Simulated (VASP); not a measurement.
The system is Zn5O.

```
CELL_PARAMETERS angstrom
0.00000 3.37886 3.37886
3.37886 0.00000 3.37886
3.37886 3.37886 0.00000
ATOMIC_POSITIONS crystal
Zn 0.25000 0.25000 0.25000
Zn 0.12831 0.62390 0.62390
Zn 0.62390 0.62390 0.62390
Zn 0.62390 0.62390 0.12831
Zn 0.62390 0.12831 0.62390
O 0.00000 0.00000 0.00000
```

The cell was generated, and may not be a known phase.

- Program: VASP 6.6.1
- Task: relaxation of cell and atoms
- Functional: PBE
- Potentials or basis: VASP PAW PBE potentials, release 64 (Zn, O)
- Cutoff: 600 eV
- k mesh: 4 × 4 × 4
- Occupations: gaussian, width 0.1 eV
- Spin: collinear spin, ferromagnetic start
- Starting moments: [0.0, 0.0, 0.0, 0.0, 0.0, 1.0] μB

At the start: pressure 15.9 GPa; volume 12.86 Å³/atom.

Question: Where does the relaxation end?

Answer: Over 6 steps the energy falls by 92.9 meV/atom and the volume is 15.03 Å³/atom (+16.9 %); space group F-43m (No. 216, to 0.1 Å) before and after; moment 0.00 μB per cell.

The path:
| step | energy change (eV) | largest force (eV/Å) | pressure (GPa) | volume (Å³) |
| --- | --- | --- | --- | --- |
| 1 | 0.0000 | 0.5818 | 15.90 | 77.15 |
| 2 | -0.5337 | 0.3695 | -1.62 | 92.30 |
| 3 | -0.5512 | 0.2757 | 0.44 | 89.47 |
| 4 | -0.5512 | 0.2854 | 0.23 | 89.73 |
| 5 | -0.5574 | 0.0435 | -0.26 | 90.27 |
| 6 | -0.5577 | 0.0110 | -0.19 | 90.18 |

Final structure:
```xyz
6
Lattice="0.0000 3.5592 3.5592 3.5592 0.0000 3.5592 3.5592 3.5592 0.0000" Properties=species:S:1:pos:R:3 pbc="T T T"
Zn    1.7796    1.7796    1.7796
Zn    4.4495    2.6690    2.6690
Zn    4.4495    4.4495    4.4495
Zn    2.6690    2.6690    4.4495
Zn    2.6690    4.4495    2.6690
O     0.0000    0.0000    0.0000
```

Caveat: the k points lie up to 0.38 Å⁻¹ apart in the final cell, too coarse for converged energies and pressures of a metal; the volume moved by over 15 % at a fixed basis, so the end points are rough.
